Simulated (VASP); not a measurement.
The system is PbS.

```
Pb S
1.0
     2.11266    1.21975    3.45192
    -2.11266    1.21975    3.45192
     0.00000   -2.43949    3.45192
Pb S
1 1
Direct
  0.98057 0.98057 0.98057
  0.47504 0.47504 0.47504
```

| Property | Result |
| --- | --- |
| Program | VASP 6.6.1 |
| Task | relaxation of cell and atoms |
| Functional | PBEsol |
| Dispersion | D4 |
| Potentials or basis | VASP PAW PBE potentials, release 64 (Pb_d, S) |
| Cutoff | 600 eV |
| k mesh | 8 × 8 × 8 |
| Occupations | fermi-dirac, width 0.05 eV |
| Spin | no spin polarisation |

At the start: pressure -3.2 GPa; volume 26.69 Å³/atom.

Problem. Where does the relaxation end?

Solution. Over 9 steps the energy falls by 16.3 meV/atom and the volume is 25.15 Å³/atom (-5.8 %); space group Fm-3m (No. 225, to 0.05 Å).

Step by step:
```csv
step,energy change (eV),largest force (eV/Å),pressure (GPa),volume (Å³)
1,0.0000,0.0059,-3.17,53.37
2,-0.0281,0.0484,1.23,49.40
3,-0.0317,0.0372,0.02,50.34
4,-0.0317,0.0365,-0.06,50.40
5,-0.0318,0.0338,-0.06,50.39
6,-0.0321,0.0261,-0.04,50.37
7,-0.0325,0.0129,-0.02,50.34
8,-0.0326,0.0104,0.06,50.27
9,-0.0327,0.0008,0.01,50.30
```

Final structure:
```xyz
2
Lattice="2.0712 1.1958 3.3848 -2.0712 1.1958 3.3848 0.0000 -2.3916 3.3848" Properties=species:S:1:pos:R:3 pbc="T T T"
Pb    0.0000    0.0000    9.9294
S     0.0000    0.0000    4.8515
```

Caveat: the PAW data sets were made with another functional, which shifts forces and pressure a little.
